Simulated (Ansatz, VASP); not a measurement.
Two plane-wave programs on SrAl4Bi

```
Sr Al Bi
1.0
     0.00000    4.09368    4.09368
     4.09368    0.00000    4.09368
     4.09368    4.09368    0.00000
Sr Al Bi
1 4 1
Direct
  0.25000 0.25000 0.25000
  0.62526 0.12422 0.62526
  0.62526 0.62526 0.12422
  0.62526 0.62526 0.62526
  0.12422 0.62526 0.62526
  0.00000 0.00000 0.00000
```

Alike in both runs: functional PBE; k mesh 4 × 4 × 4; occupations gaussian, width 0.1 eV; no spin polarisation.

Ansatz relaxed the structure, and its values are those at the end. VASP's run is a single point on that final structure, the one shown.

|  | VASP | Ansatz |
| --- | --- | --- |
| version | VASP 6.6.1 | Ansatz 0.2.0 |
| potentials or method | VASP PAW PBE potentials, release 64 (Sr_sv, Al, Bi_d), cutoff 520 eV | scalar-relativistic, plane waves, PAW |
| valence electrons in the cell | 37 | 37 |

```csv
,VASP,Ansatz,Ansatz less VASP
gap on the k mesh at the Fermi level (eV),none,none,-
pressure (GPa),0.1,0.1,-0.01
```

A gap of «none» marks a metal or a gap that the smearing closes.

Neither program's run includes spin-orbit coupling.
